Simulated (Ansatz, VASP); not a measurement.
**Hg8H in VASP and in Ansatz**

```xyz
9
Lattice="3.9343 2.2715 4.0704 -3.9343 2.2715 4.0704 0.0000 -4.5429 4.0704" Properties=species:S:1:pos:R:3 pbc="T T T"
Hg    0.0000    0.0000   -0.3461
Hg    0.0000   -2.1240    1.9029
Hg   -1.8395    1.0620    1.9029
Hg   -1.8395   -1.0620    4.2027
Hg    1.8395    1.0620    1.9029
Hg    1.8395   -1.0620    4.2027
Hg    0.0000    2.1240    4.2027
Hg    0.0000    0.0000    6.4517
H     0.0000    0.0000    3.0528
```

Alike in both runs: functional r2SCAN; k mesh 6 × 6 × 6; occupations gaussian, width 0.1 eV; no spin polarisation.

Ansatz relaxed the structure, and its values are those at the end. VASP's run is a single point on that final structure, the one shown.

|  | VASP | Ansatz |
| --- | --- | --- |
| version | VASP 6.6.1 | Ansatz 0.2.0 |
| potentials or method | VASP PAW PBE potentials, release 64 (Hg, H), cutoff 520 eV | scalar-relativistic, plane waves, PAW |
| valence electrons in the cell | 97 | 161 |

|  | VASP | Ansatz | Ansatz less VASP |
| --- | --- | --- | --- |
| gap on the k mesh at the Fermi level (eV) | none | none | - |
| pressure (GPa) | 0.3 | 0.0 | -0.33 |
| rms of the force components (eV/Å) | 0.003 | 0.001 | -0.0022 |

VASP's potentials were made for PBE, not for r2SCAN. A gap of «none» marks a metal or a gap that the smearing closes. VASP's potentials hold 97 valence electrons a cell and Ansatz's 161, so a difference there can come from the potentials and not from the codes.

Neither program's run includes spin-orbit coupling.
